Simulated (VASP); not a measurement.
# Fe (Pm-3m) in VASP: notebook

The runs below take Fe through single point, relaxation of cell and atoms, with PBE.

All numbers are computed with VASP 6.6.1; they aren't measurements. Logs are shortened: lines on timing, memory, paths and dates and some standing lists are left out, and cuts for length are marked.

### Step 1. The cell of the first run

The structure is cubic, space group Pm-3m (No. 221). The conventional cell has a = 2.034 Å, b = 2.034 Å, c = 2.034 Å, α = 90.00°, β = 90.00°, γ = 90.00°. Fe (site symmetry m-3m) has 6 Fe at 2.03 Å within 2.7 Å.

This isn't the form of Fe at room conditions, which is bcc.

### Step 2. Single point, PBE, collinear spin, ferromagnetic start

File INCAR:

```
  PREC = Accurate
  ENCUT = 520
  EDIFF = 1E-6
  ISMEAR = -1
  SIGMA = 0.08
  LREAL = False
  LASPH = True
  NELM = 150
  ALGO = Normal
  ISIF = 2
  LWAVE = False
  LCHARG = False
  ISPIN = 2
  MAGMOM = 2.5
  LORBIT = 11
  LMAXMIX = 4
  GGA = PE
  NBANDS = 14
```

File KPOINTS:

```
Automatic mesh
0
Gamma
  18 18 18
```

File POSCAR:

```
Fe
1.0
    2.0335173811      0.0000000000      0.0000000000
    0.0000000000      2.0335173811      0.0000000000
    0.0000000000      0.0000000000      2.0335173811
Fe
1
Direct
    0.0000000000      0.0000000000      0.0000000000
```

Potentials or basis: VASP PAW PBE potentials, release 64 (Fe).

Started as:

```
$ cat potpaw_PBE.64/Fe/POTCAR > POTCAR
$ mpirun -np 1 vasp_std > vasp.out
```

OUTCAR:

```text
PREC = Accurate
   ENCUT = 520
   EDIFF = 1E-6
   ISMEAR = -1
   LREAL = False
   LASPH = True
   NELM = 150
   ISIF = 2
   ISPIN = 2
   LORBIT = 11
   GGA = PE

 ion  position               nearest neighbor table
   1  0.000  0.000  0.000-

  LATTYP: Found a simple cubic cell.
 ALAT       =     2.0335173811

  Lattice vectors:

 A1 = (   2.0335173811,   0.0000000000,   0.0000000000)
 A2 = (   0.0000000000,   2.0335173811,   0.0000000000)
 A3 = (   0.0000000000,   0.0000000000,   2.0335173811)

Analysis of symmetry for initial positions (statically):
=====================================================================
 Subroutine PRICEL returns:
 Original cell was already a primitive cell.

 Routine SETGRP: Setting up the symmetry group for a
 simple cubic supercell.

 Subroutine GETGRP returns: Found 48 space group operations
 (whereof 48 operations were pure point group operations)
 out of a pool of 48 trial point group operations.

The static configuration has the point symmetry O_h .

Analysis of symmetry for dynamics (positions and initial velocities):
=====================================================================
 Subroutine PRICEL returns:
 Original cell was already a primitive cell.

 Routine SETGRP: Setting up the symmetry group for a
 simple cubic supercell.

 Subroutine GETGRP returns: Found 48 space group operations
 (whereof 48 operations were pure point group operations)
 out of a pool of 48 trial point group operations.

The dynamic configuration has the point symmetry O_h .

Analysis of structural, dynamic, and magnetic symmetry:
=====================================================================
 Subroutine PRICEL returns:
 Original cell was already a primitive cell.

 Routine SETGRP: Setting up the symmetry group for a
 simple cubic supercell.

 Subroutine GETGRP returns: Found 48 space group operations
 (whereof 48 operations were pure point group operations)
 out of a pool of 48 trial point group operations.

The overall configuration has the point symmetry O_h .

 Subroutine INISYM returns: Found 48 space group operations
 (whereof 48 operations are pure point group operations),
 and found     1 'primitive' translations

----------------------------------------------------------------------------------------

                                     Primitive cell

  volume of cell :       8.4090

  direct lattice vectors                    reciprocal lattice vectors
     2.033517381  0.000000000  0.000000000     0.491758767  0.000000000  0.000000000
     0.000000000  2.033517381  0.000000000     0.000000000  0.491758767  0.000000000
     0.000000000  0.000000000  2.033517381     0.000000000  0.000000000  0.491758767

  length of vectors
     2.033517381  2.033517381  2.033517381     0.491758767  0.491758767  0.491758767

  position of ions in fractional coordinates (direct lattice)
     0.000000000  0.000000000  0.000000000

  ion indices of the primitive-cell ions
   primitive index   ion index
                 1           1

----------------------------------------------------------------------------------------

 KPOINTS: Automatic mesh

Automatic generation of k-mesh.
 Grid dimensions read from file:
 generate k-points for:   18   18   18

 Generating k-lattice:

  Cartesian coordinates                     Fractional coordinates (reciprocal lattice)
     0.027319931  0.000000000  0.000000000     0.055555556  0.000000000  0.000000000
     0.000000000  0.027319931  0.000000000     0.000000000  0.055555556  0.000000000
     0.000000000  0.000000000  0.027319931     0.000000000  0.000000000  0.055555556

  Length of vectors
     0.027319931  0.027319931  0.027319931

  Shift w.r.t. Gamma in fractional coordinates (k-lattice)
     0.000000000  0.000000000  0.000000000

 Subroutine IBZKPT returns following result:
 ===========================================

 Found    220 irreducible k-points:

 Following reciprocal coordinates:
            Coordinates               Weight
  0.000000  0.000000  0.000000      1.000000
  0.055556  0.000000  0.000000      6.000000
  0.111111  0.000000  0.000000      6.000000
  0.166667  0.000000  0.000000      6.000000
  0.222222  0.000000  0.000000      6.000000
  0.277778  0.000000  0.000000      6.000000
[... 16 lines left out ...]
  0.277778  0.111111  0.000000     24.000000
  0.333333  0.111111  0.000000     24.000000
 [... further k-points ...]
   k-points           NKPTS =    220   k-points in BZ     NKDIM =    220   number of bands    NBANDS=     14
   number of dos      NEDOS =    301   number of ions     NIONS =      1
   total plane-waves  NPLWV =   4096
   dimension x,y,z NGX =    16 NGY =   16 NGZ =   16
   dimension x,y,z NGXF=    32 NGYF=   32 NGZF=   32
   ions per type =               1
   NGX,Y,Z   is equivalent  to a cutoff of  13.08, 13.08, 13.08 a.u.
   NGXF,Y,Z  is equivalent  to a cutoff of  26.16, 26.16, 26.16 a.u.
 SYSTEM =  unknown system
   PREC   = accura    normal or accurate (medium, high low for compatibility)
   ISTART =      0    job   : 0-new  1-cont  2-samecut
   ICHARG =      2    charge: 1-file 2-atom 10-const
   ISPIN  =      2    spin polarized calculation?
   LNONCOLLINEAR =      F non collinear calculations
   LSORBIT =      F    spin-orbit coupling
   LASPH  =      T    aspherical Exc in radial PAW
   ENCUT  =  520.0 eV  38.22 Ry    6.18 a.u.   3.78  3.78  3.78*2*pi/ulx,y,z
   NELM   =    150;   NELMIN=  2; NELMDL= -5     # of ELM steps
   EDIFF  = 0.1E-05   stopping-criterion for ELM
   LREAL  =      F    real-space projection
   EDIFFG = 0.1E-04   stopping-criterion for IOM
   NSW    =      0    number of steps for IOM
   IBRION =     -1    ionic relax: 0-MD 1-quasi-New 2-CG
   NFREE  =      0    steps in history (QN), initial steepest desc. (CG)
   ISIF   =      2    stress and relaxation
   ISYM   =      2    0-nonsym 1-usesym 2-fastsym
   POTIM  = 0.5000    time-step for ionic-motion
   TEBEG  =    0.0;   TEEND  =   0.0 temperature during run
   PSTRESS=    0.0 pullay stress
   NELECT =       8.0000    total number of electrons
   NUPDOWN=      -1.0000    fix difference up-down
   EMIN   =  10.00;   EMAX   =-10.00  energy-range for DOS
   EFERMI =   0.00;   METHOD = LEGACY
   ISMEAR =    -1;   SIGMA  =   0.08  broadening in eV -4-tet -1-fermi 0-gaus
   EFERMI_NEDOS =   21; number of points for ismear=-14 and -15
   IALGO  =     38    algorithm
   IMIX   =      4    mixing-type and parameters
     AMIX     =   0.40;   BMIX     =  1.00
     AMIX_MAG =   1.60;   BMIX_MAG =  1.00
  volume/ion in A,a.u.               =       8.41        56.75
  Fermi-wavevector in a.u.,A,eV,Ry     =   1.610115  3.042676 35.272707  2.592471
  Thomas-Fermi vector in A             =   2.705717
   LORBIT       =     11    0 simple, 1 ext, 2 COOP (PROOUT), +10 PAW based schemes
   GGA     = PE    functional components
   LHFCALC =     F    Hartree Fock is set to
   AEXX    =    0.0000 exact exchange contribution
   IVDW    =     0    specifies the selected vdW correction
   LEPSILON=     F    determine dielectric tensor
   LRPA    =     F    only Hartree local field effects (RPA)
 spin polarized calculation
  energy-cutoff  :      520.00
  volume of cell :        8.41
 maximum number of plane-waves:       251
 NGX is ok and might be reduce to    16
   NGX =  7   NGY =  7   NGZ =  7

 number of electron       7.9999993 magnetization       0.0043837

 number of electron       7.9999993 magnetization      -0.0004631

 Free energy of the ion-electron system (eV)
  ---------------------------------------------------
  ext. energy  EPLUGINS =         0.00000000
  ---------------------------------------------------
  free energy    TOTEN  =        -6.15099546 eV

  energy without entropy =       -6.12077904  energy(sigma->0) =       -6.13588725

 E-fermi :   9.8725     XC(G=0): -14.8065

 val. band max:        9.8703343391   @ k =   0.5000   0.4444   0.2778
 cond. band min:       9.8730418480   @ k =   0.4444   0.3333   0.0000
 fundamental gap:      0.0027075088
 Fermi energy:         9.8724955065

 spin component 1

 k-point     1 :       0.0000    0.0000    0.0000
  band No.  band energies     occupation
      1      -0.4473      1.00000
      2       3.9340      1.00000
      3       3.9340      1.00000
      4      11.4034      0.00000
      5      11.4034      0.00000
      6      11.4034      0.00000
      7      35.1846      0.00000
      8      35.1846      0.00000
      9      35.1846      0.00000
     10      40.3415      0.00000
     11      40.3415      0.00000
     12      46.7031      0.00000
     13      60.1674      0.00000
     14      60.1674      0.00000

 k-point     2 :       0.0556    0.0000    0.0000
  band No.  band energies     occupation
      1      -0.3166      1.00000
      2       3.9628      1.00000
      3       4.0371      1.00000
      4      11.3130      0.00000
      5      11.3130      0.00000
      6      11.4105      0.00000
      7      33.7867      0.00000
      8      35.3732      0.00000
      9      35.3732      0.00000
     10      40.2540      0.00000
     11      41.3499      0.00000
     12      47.2786      0.00000
     13      59.3969      0.00000
     14      60.0140      0.00000
[... 343 lines left out ...]
      1       2.6390      1.00000
      2       4.8301      1.00000
      3       6.2573      1.00000
      4       9.6416      0.94715
      5       9.8341      0.61765
      6      11.2330      0.00000
      7      23.9379      0.00000
      8      33.9522      0.00000
      9      39.9627      0.00000
     10      40.4364      0.00000
     11      46.7560      0.00000
     12      50.6992      0.00000
     13      54.9696      0.00000
     14      55.1492      0.00000

 k-point    24 :       0.3333    0.1111    0.0000
  band No.  band energies     occupation
      1       3.4564      1.00000
      2       5.0115      1.00000
      3       6.6620      1.00000
      4       9.4356      0.99577
      5       9.6293      0.95437
      6      11.2782      0.00000
      7      21.8349      0.00000
      8      34.6905      0.00000
      9      40.3240      0.00000
     10      41.4878      0.00000
     11      45.8771      0.00000
     12      50.5781      0.00000
     13      53.0728      0.00000
     14      53.9714      0.00000

 [... further k-points ...]

 spin component 2

 k-point     1 :       0.0000    0.0000    0.0000
  band No.  band energies     occupation
      1      -0.4471      1.00000
      2       3.9336      1.00000
      3       3.9336      1.00000
      4      11.4027      0.00000
      5      11.4027      0.00000
      6      11.4027      0.00000
      7      35.1845      0.00000
      8      35.1845      0.00000
      9      35.1845      0.00000
     10      40.3413      0.00000
     11      40.3413      0.00000
     12      46.7040      0.00000
     13      60.1671      0.00000
     14      60.1671      0.00000

 k-point     2 :       0.0556    0.0000    0.0000
  band No.  band energies     occupation
      1      -0.3165      1.00000
      2       3.9624      1.00000
      3       4.0366      1.00000
      4      11.3123      0.00000
      5      11.3123      0.00000
      6      11.4097      0.00000
      7      33.7867      0.00000
      8      35.3731      0.00000
      9      35.3731      0.00000
     10      40.2538      0.00000
     11      41.3498      0.00000
     12      47.2794      0.00000
     13      59.3965      0.00000
     14      60.0137      0.00000
[... 343 lines left out ...]
      1       2.6390      1.00000
      2       4.8296      1.00000
      3       6.2569      1.00000
      4       9.6410      0.94755
      5       9.8334      0.61971
      6      11.2322      0.00000
      7      23.9378      0.00000
      8      33.9522      0.00000
      9      39.9626      0.00000
     10      40.4365      0.00000
     11      46.7560      0.00000
     12      50.6990      0.00000
     13      54.9694      0.00000
     14      55.1490      0.00000

 k-point    24 :       0.3333    0.1111    0.0000
  band No.  band energies     occupation
      1       3.4564      1.00000
      2       5.0111      1.00000
      3       6.6617      1.00000
      4       9.4349      0.99580
      5       9.6287      0.95468
      6      11.2774      0.00000
      7      21.8347      0.00000
      8      34.6906      0.00000
      9      40.3242      0.00000
     10      41.4877      0.00000
     11      45.8770      0.00000
     12      50.5780      0.00000
     13      53.0727      0.00000
     14      53.9711      0.00000

 [... further k-points ...]

------------------------ aborting loop because EDIFF is reached ----------------------------------------

  FORCE on cell =-STRESS in cart. coord.  units (eV):
  Direction    XX          YY          ZZ          XY          YZ          ZX
  --------------------------------------------------------------------------------------
  -------------------------------------------------------------------------------------
  Total        7.1648647      7.1648647      7.1648647     -0.0000000     -0.0000000      0.0000000
  in kB     1365.1328248   1365.1328248   1365.1328248     -0.0000000     -0.0000000      0.0000000
  external PRESSURE =    1365.1328248 kB  Pullay stress =       0.0000000 kB

 VOLUME and BASIS-vectors are now :
 -----------------------------------------------------------------------------
  energy-cutoff  :      520.00
  volume of cell :        8.41
      direct lattice vectors                 reciprocal lattice vectors
     2.033517381  0.000000000  0.000000000     0.491758767  0.000000000  0.000000000
     0.000000000  2.033517381  0.000000000     0.000000000  0.491758767  0.000000000
     0.000000000  0.000000000  2.033517381     0.000000000  0.000000000  0.491758767

 POSITION                                       TOTAL-FORCE (eV/Angst)
 -----------------------------------------------------------------------------------
      0.00000      0.00000      0.00000         0.000000      0.000000      0.000000
 -----------------------------------------------------------------------------------
    total drift:                               -0.000000      0.000000      0.000000

  FREE ENERGIE OF THE ION-ELECTRON SYSTEM (eV)
  ---------------------------------------------------
  free  energy   TOTEN  =        -6.1509954600 eV

  energy  without entropy=       -6.1207790383  energy(sigma->0) =       -6.13588725

 total charge

# of ion       s       p       d       tot
------------------------------------------
    1        0.673   0.757   6.891   8.321

 magnetization (x)

# of ion       s       p       d       tot
------------------------------------------
    1       -0.000   0.000  -0.000  -0.000
```

Wall time 15 s (1 thread of Intel Xeon 6975P-C (Granite Rapids), shared host); peak memory 0.15 GiB.

What came out:

```yaml
Free_energy: -6.1510 eV
Pressure: 136.5 GPa
Band_gap_on_the_k_mesh: zero (filled and empty bands overlap)
Net_moment: 0.00 μB per cell
```

Caveat: the cell stands under pressure; the moments typed at the start vanished in this run.

[end of part 1 of 2]
